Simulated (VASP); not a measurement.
NiO:

```
Ni O
1.0
     0.00000    2.08590    2.08590
     2.08590    0.00000    2.08590
     2.08590    2.08590    0.00000
Ni O
1 1
Direct
  0.00000 0.00000 0.00000
  0.50000 0.50000 0.50000
```

Program: VASP 6.6.1. Alike in all runs: task single point; potentials or basis VASP PAW PBE potentials, release 64 (Ni, O); spin collinear, ferromagnetic start; cell as given.

Task: Order these runs on this cell by their band gap on the k mesh, lowest first.
A. level r2SCAN; k mesh 11 × 11 × 11; cutoff (eV) 520; smearing fermi-dirac 0.05 eV; dipole correction no
B. level SCAN; k mesh 7 × 7 × 7; cutoff (eV) 580; smearing gaussian 0.03 eV; tolerance level standard; purpose a run that is hard to end
C. level r2SCAN0; k mesh 6 × 6 × 6; cutoff (eV) 520; smearing fermi-dirac 0.05 eV; dipole correction no; grid for exact exchange (PRECFOCK) Normal; share of exact exchange 0.25

Result: A (0.74 eV), B (0.98 eV), C (4.89 eV).

Caveats: some runs use coarse meshes; a cell with one magnetic atom can't hold antiferromagnetic order, which such compounds often take; an odd mesh through Γ misses points on the zone boundary, where band edges can lie (at least some runs); semilocal functionals underestimate gaps, and a narrow one can read as zero (at least some runs).

A k mesh can miss the band edges, odd and even meshes differently.
